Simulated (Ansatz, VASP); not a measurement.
**Two plane-wave programs on KCl**

```
K Cl
1.0
     0.00000    3.03822    3.03822
     3.03822    0.00000    3.03822
     3.03822    3.03822    0.00000
K Cl
1 1
Direct
  0.00000 0.00000 0.00000
  0.50000 0.50000 0.50000
```

Alike in both runs: task relaxation of cell and atoms; functional LDA; k mesh 6 × 6 × 6; occupations gaussian, width 0.02 eV; no spin polarisation.

|  | VASP | Ansatz |
| --- | --- | --- |
| version | VASP 6.6.1 | Ansatz 0.2.0 |
| potentials or method | VASP PAW LDA potentials, release 64 (K_sv, Cl), cutoff 500 eV | scalar-relativistic, plane waves, PAW |
| valence electrons in the cell | 16 | 16 |

VASP gave:

```
gap on the k mesh at the Fermi level, each at its own relaxed structure (eV) : 5.10
relaxed volume (Å³/atom)                                                     : 28.12
relaxed cell length with the largest relative difference (Å)                 : 4.301
```

**Question.** Which values does Ansatz return?

**Answer.** gap on the k mesh at the Fermi level, each at its own relaxed structure (eV): 5.11; relaxed volume (Å³/atom): 28.05; relaxed cell length with the largest relative difference (Å): 4.297.

LDA's correlation is that of Perdew and Zunger in VASP and of Perdew and Wang (1992) in Ansatz.
